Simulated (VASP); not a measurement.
ScSiS4, 6 atoms in the cell. The structure is cubic, space group F-43m (No. 216). The conventional cell has a = 7.516 Å, b = 7.516 Å, c = 7.516 Å, α = 90.00°, β = 90.00°, γ = 90.00°. Sc (site symmetry -43m) has 12 S at 3.11 Å and 4 Si at 3.25 Å within 4.1 Å. Si (site symmetry -43m) has 12 S at 3.12 Å and 4 Sc at 3.25 Å within 4.1 Å. Within 3.5 Å of S (site symmetry 3m) lie 6 S at 2.64 to 2.67 Å and 3 Sc at 3.11 Å and 3 Si at 3.12 Å. The cell was built from a structure type or drawn by symmetry, and may not be a known phase.

| Item | Value |
| --- | --- |
| Program | VASP 6.6.1 |
| Task | relaxation of cell and atoms |
| Functional | PBE |
| Potentials or basis | VASP PAW PBE potentials, release 64 (Sc_sv, Si, S) |
| Cutoff | 600 eV |
| k mesh | 10 × 10 × 10 |
| Occupations | gaussian, width 0.1 eV |
| Spin | no spin polarisation |
| Dipole correction | no |
| Further INCAR settings | ALGO = Normal; EDIFF = 1e-07; IBRION = 2; EDIFFG = -0.01; NSW = 100; ISIF = 3 |

Potentials or basis: VASP PAW PBE potentials, release 64 (Sc_sv, Si, S).

Run with:

```console
$ cat potpaw_PBE.64/Sc_sv/POTCAR potpaw_PBE.64/Si/POTCAR potpaw_PBE.64/S/POTCAR > POTCAR
$ mpirun -np 1 vasp_std > vasp.out
```

Hardware: 1 thread of Intel Xeon 8259CL (shared host).

Question: How long does it take, and how much memory?

Answer: Run time: 7.5 min on 1 thread of Intel Xeon 8259CL (shared host), peak memory 0.36 GiB. Counts: scf iterations 28, k points 47, ion steps 2.
